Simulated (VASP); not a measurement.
Here is a VASP 6.6.1 calculation.

File INCAR:

```
SYSTEM = WS2
PREC = Accurate ; ENCUT = 520
EDIFF = 1E-6 ; ISMEAR = 0
SIGMA = 0.05 ; LREAL = .FALSE.
LASPH = .TRUE. ; NELM = 100
ALGO = Normal ; ISIF = 2
LWAVE = .FALSE. ; LCHARG = .FALSE.
LDIPOL = .TRUE. ; IDIPOL = 3
DIPOL = 0.5 0.5 0.500 ; GGA = PE
IVDW = 12 ; NBANDS = 49
```

Contents of KPOINTS:

```
regular mesh
0
G
  9 9 1
  0 0 0
```

POSCAR

```
WS2
1.0
    3.1542063670      0.0000000000      0.0000000000
   -1.5771031835      2.7316228426      0.0000000000
    0.0000000000      0.0000000000     32.2893024006
S W
6 3
Direct
    0.6666666667      0.3333333333      0.2632450802
    0.6666666667      0.3333333333      0.3607819565
    0.3333333333      0.6666666667      0.4512315618
    0.3333333333      0.6666666667      0.5487632511
    0.6666666667      0.3333333333      0.6397132801
    0.6666666667      0.3333333333      0.7374068514
    0.3333333333      0.6666666667      0.3120135184
    0.6666666667      0.3333333333      0.4999974516
    0.3333333333      0.6666666667      0.6885209584
```

Potentials or basis: VASP PAW PBE potentials, release 64 (S, W_sv).

Run with:

```bash
$ cat potpaw_PBE.64/S/POTCAR potpaw_PBE.64/W_sv/POTCAR > POTCAR
$ mpirun -np 1 vasp_std > vasp.out
```

(1) Predict the dispersion energy per atom.

(2) Predict the largest force.

(3) Estimate the band gap on the k mesh.

Answers

(1) -0.392 eV.

(2) 0.054 eV/Å.

(3) 1.25 eV (least direct gap 1.86 eV).

Caveat: spin-orbit coupling is left out, which moves the levels of the heavy elements.
